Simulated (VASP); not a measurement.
**Ti: single point with PBEsol**

Crystal: Ti.

```xyz
2
Lattice="2.2205 0.0000 0.0000 -1.1103 1.9230 0.0000 0.0000 0.0000 4.3108" Properties=species:S:1:pos:R:3 pbc="T T T"
Ti    0.0000    1.2820    1.0777
Ti    1.1103    0.6410    3.2331
```

This cell differs from its parent crystal: volume scaled by 0.55.

* Program: VASP 6.6.1
* Task: single point
* Functional: PBEsol
* Potentials or basis: VASP PAW PBE potentials, release 64 (Ti_sv)
* Cutoff: 520 eV
* k mesh: 17 × 17 × 9
* Occupations: fermi-dirac, width 0.08 eV
* Spin: no spin polarisation
* Dipole correction: no
* Further INCAR settings: ALGO = Normal; EDIFF = 1e-07; NBANDS = 19

| Item | Value |
| --- | --- |
| Pressure | 167.8 GPa |
| Band gap on the k mesh | zero (band 12 reaches 17.91 eV, above the bottom of band 13 at 16.20 eV) |

Stress tensor (GPa, compression positive):
```
169.73   0.00   0.00
  0.00 169.73   0.00
  0.00   0.00 163.92
```

Levels at points of the mesh, in eV from the Fermi level:
```tsv
k point	band 9	band 10	band 11	band 12	band 13	band 14	band 15	band 16
(0.00, 0.00, 0.00)	-6.08	-3.33	-1.08	1.38	1.38	1.90	1.90	2.42
```

Wall time 68 s on 1 thread of Intel Xeon 8259CL (shared host), peak memory 0.17 GiB.

Caveat: the PAW data sets were made with another functional, which shifts forces and pressure a little.
